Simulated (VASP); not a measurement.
# Pt (Fm-3m) in VASP: further runs

Runs on Pt. Level: PBE. Tasks: single point.

Everything below comes from runs of VASP 6.6.1. Logs are shortened: lines on timing, memory, paths and dates and some standing lists are left out, and cuts for length are marked.

### Step 1. The cell of the first run

The structure is cubic, space group Fm-3m (No. 225). The conventional cell has a = 3.943 Å, b = 3.943 Å, c = 3.943 Å, α = 90.00°, β = 90.00°, γ = 90.00°. Within 3.7 Å of Pt (site symmetry m-3m) lie 12 Pt at 2.79 Å.

### Step 2. Single point, PBE

Contents of INCAR:

```
  ALGO = Fast
  EDIFF = 1E-6
  ENCUT = 520
  GGA = PE
  ISIF = 2
  ISMEAR = 0
  LASPH = T
  LCHARG = F
  LREAL = F
  LWAVE = F
  NBANDS = 11
  NELM = 80
  PREC = Accurate
  SIGMA = 0.1
```

Contents of KPOINTS:

```
k-points
0
Gamma
  8 8 8
```

Contents of POSCAR:

```
Pt
1.0
    0.0000000000      1.9715751800      1.9715751800
    1.9715751800      0.0000000000      1.9715751800
    1.9715751800      1.9715751800      0.0000000000
Pt
1
Direct
    0.0000000000      0.0000000000      0.0000000000
```

Potentials or basis: VASP PAW PBE potentials, release 64 (Pt).

Started as:

```bash
> cat potpaw_PBE.64/Pt/POTCAR > POTCAR
> mpirun -np 1 vasp_std > vasp.out
```

OUTCAR:

```text
EDIFF = 1E-6
   ENCUT = 520
   GGA = PE
   ISIF = 2
   ISMEAR = 0
   LASPH = T
   LREAL = F
   NELM = 80
   PREC = Accurate

 ion  position               nearest neighbor table
   1  0.000  0.000  0.000-

  LATTYP: Found a face centered cubic cell.
 ALAT       =     3.9431503600

  Lattice vectors:

 A1 = (   0.0000000000,   1.9715751800,   1.9715751800)
 A2 = (   1.9715751800,   0.0000000000,   1.9715751800)
 A3 = (   1.9715751800,   1.9715751800,   0.0000000000)

Analysis of symmetry for initial positions (statically):
=====================================================================
 Subroutine PRICEL returns:
 Original cell was already a primitive cell.

 Routine SETGRP: Setting up the symmetry group for a
 face centered cubic supercell.

 Subroutine GETGRP returns: Found 48 space group operations
 (whereof 48 operations were pure point group operations)
 out of a pool of 48 trial point group operations.

The static configuration has the point symmetry O_h .

Analysis of symmetry for dynamics (positions and initial velocities):
=====================================================================
 Subroutine PRICEL returns:
 Original cell was already a primitive cell.

 Routine SETGRP: Setting up the symmetry group for a
 face centered cubic supercell.

 Subroutine GETGRP returns: Found 48 space group operations
 (whereof 48 operations were pure point group operations)
 out of a pool of 48 trial point group operations.

The dynamic configuration has the point symmetry O_h .

 Subroutine INISYM returns: Found 48 space group operations
 (whereof 48 operations are pure point group operations),
 and found     1 'primitive' translations

----------------------------------------------------------------------------------------

                                     Primitive cell

  volume of cell :      15.3275

  direct lattice vectors                    reciprocal lattice vectors
     0.000000000  1.971575180  1.971575180    -0.253604329  0.253604329  0.253604329
     1.971575180  0.000000000  1.971575180     0.253604329 -0.253604329  0.253604329
     1.971575180  1.971575180  0.000000000     0.253604329  0.253604329 -0.253604329

  length of vectors
     2.788228359  2.788228359  2.788228359     0.439255582  0.439255582  0.439255582

  position of ions in fractional coordinates (direct lattice)
     0.000000000  0.000000000  0.000000000

  ion indices of the primitive-cell ions
   primitive index   ion index
                 1           1

----------------------------------------------------------------------------------------

 KPOINTS: k-points

Automatic generation of k-mesh.
 Grid dimensions read from file:
 generate k-points for:    8    8    8

 Generating k-lattice:

  Cartesian coordinates                     Fractional coordinates (reciprocal lattice)
    -0.031700541  0.031700541  0.031700541     0.125000000  0.000000000  0.000000000
     0.031700541 -0.031700541  0.031700541     0.000000000  0.125000000  0.000000000
     0.031700541  0.031700541 -0.031700541     0.000000000  0.000000000  0.125000000

  Length of vectors
     0.054906948  0.054906948  0.054906948

  Shift w.r.t. Gamma in fractional coordinates (k-lattice)
     0.000000000  0.000000000  0.000000000

 Subroutine IBZKPT returns following result:
 ===========================================

 Found     29 irreducible k-points:

 Following reciprocal coordinates:
            Coordinates               Weight
  0.000000  0.000000  0.000000      1.000000
  0.125000  0.000000  0.000000      8.000000
  0.250000  0.000000  0.000000      8.000000
  0.375000  0.000000  0.000000      8.000000
  0.500000  0.000000  0.000000      4.000000
  0.125000  0.125000  0.000000      6.000000
[... 16 lines left out ...]
  0.500000  0.250000  0.125000     48.000000
 -0.375000  0.250000  0.125000     24.000000
 [... further k-points ...]
   k-points           NKPTS =     29   k-points in BZ     NKDIM =     29   number of bands    NBANDS=     11
   number of dos      NEDOS =    301   number of ions     NIONS =      1
   total plane-waves  NPLWV =  13824
   dimension x,y,z NGX =    24 NGY =   24 NGZ =   24
   dimension x,y,z NGXF=    48 NGYF=   48 NGZF=   48
   ions per type =               1
   NGX,Y,Z   is equivalent  to a cutoff of  14.31, 14.31, 14.31 a.u.
   NGXF,Y,Z  is equivalent  to a cutoff of  28.62, 28.62, 28.62 a.u.
 SYSTEM =  unknown system
   PREC   = accura    normal or accurate (medium, high low for compatibility)
   ISTART =      0    job   : 0-new  1-cont  2-samecut
   ICHARG =      2    charge: 1-file 2-atom 10-const
   ISPIN  =      1    spin polarized calculation?
   LNONCOLLINEAR =      F non collinear calculations
   LSORBIT =      F    spin-orbit coupling
   LASPH  =      T    aspherical Exc in radial PAW
   ENCUT  =  520.0 eV  38.22 Ry    6.18 a.u.   5.18  5.18  5.18*2*pi/ulx,y,z
   NELM   =     80;   NELMIN=  2; NELMDL= -5     # of ELM steps
   EDIFF  = 0.1E-05   stopping-criterion for ELM
   LREAL  =      F    real-space projection
   EDIFFG = 0.1E-04   stopping-criterion for IOM
   NSW    =      0    number of steps for IOM
   IBRION =     -1    ionic relax: 0-MD 1-quasi-New 2-CG
   NFREE  =      0    steps in history (QN), initial steepest desc. (CG)
   ISIF   =      2    stress and relaxation
   ISYM   =      2    0-nonsym 1-usesym 2-fastsym
   POTIM  = 0.5000    time-step for ionic-motion
   TEBEG  =    0.0;   TEEND  =   0.0 temperature during run
   PSTRESS=    0.0 pullay stress
   NELECT =      10.0000    total number of electrons
   NUPDOWN=      -1.0000    fix difference up-down
   EMIN   =  10.00;   EMAX   =-10.00  energy-range for DOS
   EFERMI =   0.00;   METHOD = LEGACY
   ISMEAR =     0;   SIGMA  =   0.10  broadening in eV -4-tet -1-fermi 0-gaus
   EFERMI_NEDOS =   21; number of points for ismear=-14 and -15
   IALGO  =     68    algorithm
   IMIX   =      4    mixing-type and parameters
     AMIX     =   0.40;   BMIX     =  1.00
     AMIX_MAG =   1.60;   BMIX_MAG =  1.00
  volume/ion in A,a.u.               =      15.33       103.43
  Fermi-wavevector in a.u.,A,eV,Ry     =   1.419880  2.683183 27.430132  2.016058
  Thomas-Fermi vector in A             =   2.540854
   LORBIT       =      0    0 simple, 1 ext, 2 COOP (PROOUT), +10 PAW based schemes
   GGA     = PE    functional components
   LHFCALC =     F    Hartree Fock is set to
   AEXX    =    0.0000 exact exchange contribution
   IVDW    =     0    specifies the selected vdW correction
   LEPSILON=     F    determine dielectric tensor
   LRPA    =     F    only Hartree local field effects (RPA)
 non-spin polarized calculation
 RMM-DIIS sequential band-by-band and
 Gauss-broadening in eV      SIGMA  =   0.10
  energy-cutoff  :      520.00
  volume of cell :       15.33
 maximum number of plane-waves:       428
 NGX is ok and might be reduce to    24
   NGX = 11   NGY = 11   NGZ = 11

 number of electron      10.0000001 magnetization

 Free energy of the ion-electron system (eV)
  ---------------------------------------------------
  ext. energy  EPLUGINS =         0.00000000
  ---------------------------------------------------
  free energy    TOTEN  =        -6.08334878 eV

  energy without entropy =       -6.07415927  energy(sigma->0) =       -6.07875402

 E-fermi :  10.8848     XC(G=0): -13.4006

 val. band max:       10.7492989353   @ k =  -0.3750   0.3750   0.0000
 cond. band min:      10.8902398575   @ k =  -0.2500   0.1250   0.0000
 fundamental gap:      0.1409409221
 Fermi energy:        10.8848289709

 k-point     1 :       0.0000    0.0000    0.0000
  band No.  band energies     occupation
      1       0.9207      2.00000
      2       7.2368      2.00000
      3       7.2368      2.00000
      4       7.2368      2.00000
      5       9.3289      2.00000
      6       9.3289      2.00000
      7      25.6451      0.00000
      8      30.5169      0.00000
      9      30.5169      0.00000
     10      30.5169      0.00000
     11      35.8108      0.00000

 k-point     2 :       0.1250    0.0000    0.0000
  band No.  band energies     occupation
      1       1.5220      2.00000
      2       7.0028      2.00000
      3       7.4505      2.00000
      4       7.4505      2.00000
      5       9.2323      2.00000
      6       9.2323      2.00000
      7      26.5065      0.00000
      8      28.0585      0.00000
      9      31.4286      0.00000
     10      31.4286      0.00000
     11      36.9870      0.00000

 k-point     3 :       0.2500    0.0000    0.0000
  band No.  band energies     occupation
      1       2.9394      2.00000
      2       6.9039      2.00000
      3       7.6007      2.00000
      4       7.6007      2.00000
      5       9.5047      2.00000
      6       9.5047      2.00000
      7      24.1665      0.00000
      8      27.3060      0.00000
      9      33.4198      0.00000
     10      33.4198      0.00000
     11      34.3429      0.00000

 k-point     4 :       0.3750    0.0000    0.0000
  band No.  band energies     occupation
      1       3.7347      2.00000
      2       7.3291      2.00000
      3       7.3291      2.00000
      4       8.5383      2.00000
      5      10.4354      2.00000
      6      10.4354      2.00000
      7      19.6071      0.00000
      8      25.8816      0.00000
      9      31.2044      0.00000
     10      31.2044      0.00000
     11      37.3307      0.00000
[... 239 lines left out ...]
 k-point    22 :       0.3750    0.2500    0.1250
  band No.  band energies     occupation
      1       4.2023      2.00000
      2       5.9568      2.00000
      3       7.2255      2.00000
      4       8.8536      2.00000
      5       8.9381      2.00000
      6      10.9391      0.44304
      7      24.3585      0.00000
      8      26.5278      0.00000
      9      28.8191      0.00000
     10      31.1108      0.00000
     11      34.9707      0.00000

 k-point    23 :       0.5000    0.2500    0.1250
  band No.  band energies     occupation
      1       5.0147      2.00000
      2       6.4457      2.00000
      3       6.7236      2.00000
      4       8.5682      2.00000
      5      10.2024      2.00000
      6      12.8209      0.00000
      7      20.1125      0.00000
      8      25.2027      0.00000
      9      27.0867      0.00000
     10      31.3007      0.00000
     11      35.1205      0.00000

 k-point    24 :      -0.3750    0.2500    0.1250
  band No.  band energies     occupation
      1       5.0381      2.00000
      2       6.2443      2.00000
      3       7.5794      2.00000
      4       8.3107      2.00000
      5      10.7315      1.96991
      6      15.3245      0.00000
      7      16.3570      0.00000
      8      25.5211      0.00000
      9      25.9445      0.00000
     10      30.0289      0.00000
     11      36.9675      0.00000

 [... further k-points ...]

------------------------ aborting loop because EDIFF is reached ----------------------------------------

  FORCE on cell =-STRESS in cart. coord.  units (eV):
  Direction    XX          YY          ZZ          XY          YZ          ZX
  --------------------------------------------------------------------------------------
  -------------------------------------------------------------------------------------
  Total        0.3953726      0.3953726      0.3953726      0.0000000      0.0000000      0.0000000
  in kB       41.3282588     41.3282588     41.3282588      0.0000000      0.0000000      0.0000000
  external PRESSURE =      41.3282588 kB  Pullay stress =       0.0000000 kB

 VOLUME and BASIS-vectors are now :
 -----------------------------------------------------------------------------
  energy-cutoff  :      520.00
  volume of cell :       15.33
      direct lattice vectors                 reciprocal lattice vectors
     0.000000000  1.971575180  1.971575180    -0.253604329  0.253604329  0.253604329
     1.971575180  0.000000000  1.971575180     0.253604329 -0.253604329  0.253604329
     1.971575180  1.971575180  0.000000000     0.253604329  0.253604329 -0.253604329

 POSITION                                       TOTAL-FORCE (eV/Angst)
 -----------------------------------------------------------------------------------
      0.00000      0.00000      0.00000         0.000000     -0.000000      0.000000
 -----------------------------------------------------------------------------------
    total drift:                               -0.000000      0.000000     -0.000000

  FREE ENERGIE OF THE ION-ELECTRON SYSTEM (eV)
  ---------------------------------------------------
  free  energy   TOTEN  =        -6.0833487786 eV

  energy  without entropy=       -6.0741592677  energy(sigma->0) =       -6.07875402
```

It took 13 s on 1 thread of AMD EPYC 7R13, shared host; peak memory 0.11 GiB.

Results:

| Item | Value |
| --- | --- |
| Free energy | -6.0833 eV |
| Pressure | 4.1 GPa |
| Band gap on the k mesh | zero (band 5 reaches 11.40 eV, above the bottom of band 6 at 9.23 eV) |

Caveat: spin-orbit coupling is left out, which moves the levels of the heavy elements.

### Step 3. Single point, PBE

This run uses another cell than the first one, of 15.65 Å³/atom, 1.021 times its volume.

Contents of INCAR:

```
PREC = Accurate
ENCUT = 520
EDIFF = 1E-7
ISMEAR = 0
SIGMA = 0.1
LREAL = F
LASPH = T
NELM = 60
ALGO = Normal
ISIF = 2
LWAVE = F
LCHARG = F
GGA = PE
NBANDS = 11
```

Contents of KPOINTS:

```
Automatic mesh
0
Gamma
  18 18 18
```

Contents of POSCAR:

```
Pt
1.0
    0.0000000000      1.9851153494      1.9851153494
    1.9851153494      0.0000000000      1.9851153494
    1.9851153494      1.9851153494      0.0000000000
Pt
1
Direct
    0.0000000000      0.0000000000      0.0000000000
```

Potentials or basis: VASP PAW PBE potentials, release 64 (Pt).

Started as:

```bash
> cat potpaw_PBE.64/Pt/POTCAR > POTCAR
> mpirun -np 1 vasp_std > vasp.out
```

Wall time 51 s (1 thread of AMD EPYC 7R13, shared host); peak memory 0.14 GiB.

The run converged. Its results:

* Free energy: -6.1000 eV
* Pressure: -0.5 GPa
* Band gap on the k mesh: zero (band 5 reaches 11.03 eV, above the bottom of band 6 at 8.94 eV)

Levels at points of the mesh, in eV from the Fermi level:
```
           k point  band 1  band 2  band 3  band 4  band 5  band 6  band 7  band 8  band 9  band 10
(0.00, 0.00, 0.00)   -9.81   -3.57   -3.57   -3.57   -1.54   -1.54   14.74   19.49   19.49    19.49
(0.50, 0.00, 0.00)   -6.95   -3.63   -3.63   -0.32    0.03    0.03    5.56   14.29   18.73    18.73
(0.50, 0.50, 0.00)   -6.68   -6.24   -0.01    0.45    0.45    1.85    8.49   11.28   11.28    19.70
```

Caveat: spin-orbit coupling is left out, which moves the levels of the heavy elements.
